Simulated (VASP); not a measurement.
Wanted: the native input for a VASP 6.6.1 run.

```
Task                   : single point
Functional             : PBE
Potentials or basis    : VASP PAW PBE potentials, release 64 (Fe)
Cutoff                 : 520 eV
k mesh                 : 7 × 7 × 5
Occupations            : fermi-dirac, width 0.1 eV
Spin                   : collinear spin, antiferromagnetic start
Starting moments       : [1.537, -1.537] μB
Dipole correction      : no
Further INCAR settings : ALGO = Normal; EDIFF = 1e-06; NBANDS = 19
```

The structure of Fe lies in POSCAR:

```
Fe
1.0
    2.4214045581      0.0000000000      0.0000000000
    0.0000000000      2.4214045581      0.0000000000
    0.0000000000      0.0000000000      3.6811567643
Fe
2
Direct
    1.0000000000      1.0000000000      0.0000000000
    0.5000000000      0.5000000000      0.5000000000
```

The input as run:

INCAR

```
SYSTEM = Fe
ALGO     = Normal         ! electronic algorithm
EDIFF    = 1E-6           ! SCF threshold, eV
ENCUT    = 520            ! plane-wave cutoff, eV
GGA      = PE             ! functional
ISIF     = 2              ! what is computed and relaxed
ISMEAR   = -1             ! smearing method
ISPIN    = 2              ! spin polarisation
LASPH    = .True.         ! aspherical terms in the spheres
LCHARG   = .True.         ! write CHGCAR
LELF     = .True.         ! ELF
LMAXMIX  = 4              ! l up to which the mixer works
LORBIT   = 11             ! projections on sites
LREAL    = .False.        ! projectors in reciprocal space
LVHAR    = .True.       
LWAVE    = .False.        ! write WAVECAR
MAGMOM   = 1.537 -1.537   ! initial moments
NBANDS   = 19             ! bands
NELM     = 150            ! most SCF steps
PREC     = Accurate       ! precision mode
SIGMA    = 0.1            ! smearing width, eV
```

KPOINTS

```
k-points
0
Gamma
  7 7 5
  0 0 0
```

Potentials or basis: VASP PAW PBE potentials, release 64 (Fe).

Run with:

```bash
$ cat potpaw_PBE.64/Fe/POTCAR > POTCAR
$ mpirun -np 1 vasp_std > vasp.out
```

Results of the run:

```json
{"Pressure": "-0.5 GPa", "Band gap on the k mesh": "zero (filled and empty bands overlap)", "Net moment": "0.00 μB per cell", "Site moments": "Fe +1.53, -1.53 μB", "Valence electrons inside the program's atomic spheres": "Fe 7.37"}
```

Caveat: the k points lie up to 0.37 Å⁻¹ apart, too coarse for converged energies and pressures of a metal.

Run time: 12 s on 1 thread of Intel(R) Xeon(R) 6975P-C (Granite Rapids) (shared host), peak memory 0.14 GiB.
